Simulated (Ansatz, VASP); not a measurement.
# One calculation of H2S, two programs

```xyz
3
Lattice="12.3256 0.0000 0.0000 0.0000 12.8256 0.0000 0.0000 0.0000 13.3256" Properties=species:S:1:pos:R:3 pbc="T T T"
S     6.5260    6.5546    6.1229
H     6.3630    5.5315    6.9889
H     5.7480    7.3657    6.8735
```

Alike in both runs: functional PBE; dispersion D3(BJ); k mesh 1 × 1 × 1; occupations gaussian, width 0.005 eV; no spin polarisation.

Ansatz relaxed the structure, and its values are those at the end. VASP's run is a single point on that final structure, the one shown.

```csv
,VASP,Ansatz
version,VASP 6.6.1,Ansatz 0.2.0
potentials or method,"VASP PAW PBE potentials, release 64 (S, H)","scalar-relativistic, plane waves, PAW"
plane-wave cutoff (eV),400,420
valence electrons in the cell,8,8
```

Ansatz gave:

- rms of the force components (eV/Å): 0.016

Q: Which values does VASP return?

A: rms of the force components (eV/Å): 0.023.
